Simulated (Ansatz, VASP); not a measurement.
## Two plane-wave programs on Sb6Se

The input INCAR:

```
SYSTEM = Sb6Se
PREC = Accurate
ENCUT = 520
EDIFF = 1E-6
ISMEAR = -1
SIGMA = 0.05
LREAL = .FALSE.
LASPH = .TRUE.
NELM = 100
ALGO = Normal
ISIF = 2
LWAVE = .FALSE.
LCHARG = .FALSE.
GGA = PE
NBANDS = 27
```

Contents of KPOINTS:

```
Automatic mesh
0
G
  4 4 4
  0 0 0
```

Contents of POSCAR:

```
Sb6Se
1.0
    7.5127574669      0.0000000000      0.0000000000
    0.0000000000      7.5127574669      0.0000000000
    0.0000000000      0.0000000000      7.5127574669
Sb Se
6 1
Direct
    0.2111600000      0.5000000000      0.5000000000
    0.5000000000      0.2111600000      0.5000000000
    0.7888400000      0.5000000000      0.5000000000
    0.5000000000      0.7888400000      0.5000000000
    0.5000000000      0.5000000000      0.2111600000
    0.5000000000      0.5000000000      0.7888400000
    0.0000000000      0.0000000000      0.0000000000
```

File input.yaml:

```yaml
crystal:
  lattice:
    - [7.5127574669, 0.0, 0.0]
    - [0.0, 7.5127574669, 0.0]
    - [0.0, 0.0, 7.5127574669]
  atoms:
    - { symbol: Sb, position: [0.21116, 0.5, 0.5] }
    - { symbol: Sb, position: [0.5, 0.21116, 0.5] }
    - { symbol: Sb, position: [0.78884, 0.5, 0.5] }
    - { symbol: Sb, position: [0.5, 0.78884, 0.5] }
    - { symbol: Sb, position: [0.5, 0.5, 0.21116] }
    - { symbol: Sb, position: [0.5, 0.5, 0.78884] }
    - { symbol: Se, position: [0.0, 0.0, 0.0] }
hamiltonian:
  xc: pbe
  pseudopotentials: { kind: paw }
kpoints:
  mp_grid: { grid: [4, 4, 4] }
scf:
  occupations: { method: fermi_dirac, width: 0.05 }
output:
  forces: true
  stress: true
  eigenvalues: true
  write_density: true
  write_potential: true
  elf: true
  volumetric_format: npy
```

Alike in both runs: task single point; functional PBE; k mesh 4 × 4 × 4; occupations fermi-dirac, width 0.05 eV; no spin polarisation.

|  | VASP | Ansatz |
| --- | --- | --- |
| version | VASP 6.6.1 | Ansatz 0.2.0 |
| potentials or method | VASP PAW PBE potentials, release 64 (Sb, Se) | Ansatz PAW |
| plane-wave cutoff (eV) | 520 | 420 |
| valence electrons in the cell | 36 | 106 |

Ansatz gave:

- gap on the k mesh at the Fermi level (eV): none
- pressure (GPa): -0.3
- rms of the force components (eV/Å): 0.084

Problem. What did VASP give for the same quantities?

Solution. gap on the k mesh at the Fermi level (eV): none; pressure (GPa): -0.3; rms of the force components (eV/Å): 0.066.

Atom by atom the forces differ by 0.018 eV/Å (rms over components). A gap of «none» marks a metal or a gap that the smearing closes. The functional is the same, so the differences come from potentials, cutoffs and numerics. VASP's potentials hold 36 valence electrons a cell and Ansatz's 106, so a difference there can come from the potentials and not from the codes.

Neither program's run includes spin-orbit coupling.
